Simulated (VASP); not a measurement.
Input of a VASP 6.6.1 run:

The input INCAR:

```
PREC     = Accurate       # precision mode
ENCUT    = 520            # plane-wave cutoff, eV
EDIFF    = 1E-7           # SCF threshold, eV
ISMEAR   = -1             # smearing method
SIGMA    = 0.01           # smearing width, eV
LREAL    = False          # projectors in reciprocal space
LASPH    = True           # aspherical terms in the spheres
NELM     = 60             # most SCF steps
ALGO     = Normal         # electronic algorithm
ISIF     = 2              # what is computed and relaxed
LWAVE    = False          # write WAVECAR
LCHARG   = False          # write CHGCAR
GGA      = PE             # functional
NBANDS   = 18             # bands
```

KPOINTS

```
regular mesh
0
Gamma
  9 9 9
```

POSCAR

```
HfO2
1.0
    0.0000000000      2.5575000000      2.5575000000
    2.5575000000      0.0000000000      2.5575000000
    2.5575000000      2.5575000000      0.0000000000
Hf O
1 2
Direct
    0.0000000000      0.0000000000      0.0000000000
    0.2500000000      0.2500000000      0.2500000000
    0.7500000000      0.7500000000      0.7500000000
```

Potentials or basis: VASP PAW PBE potentials, release 64 (Hf_pv, O).

Command:

```sh
$ cat potpaw_PBE.64/Hf_pv/POTCAR potpaw_PBE.64/O/POTCAR > POTCAR
$ mpirun -np 1 vasp_std > vasp.out
```

What does it give for the pressure?

-6.0 GPa.

What does it give for the band gap on the k mesh?

3.84 eV, indirect (least direct gap 3.95 eV).

Caveat: spin-orbit coupling is left out, which moves the levels of the heavy elements. A k mesh can miss the band edges.
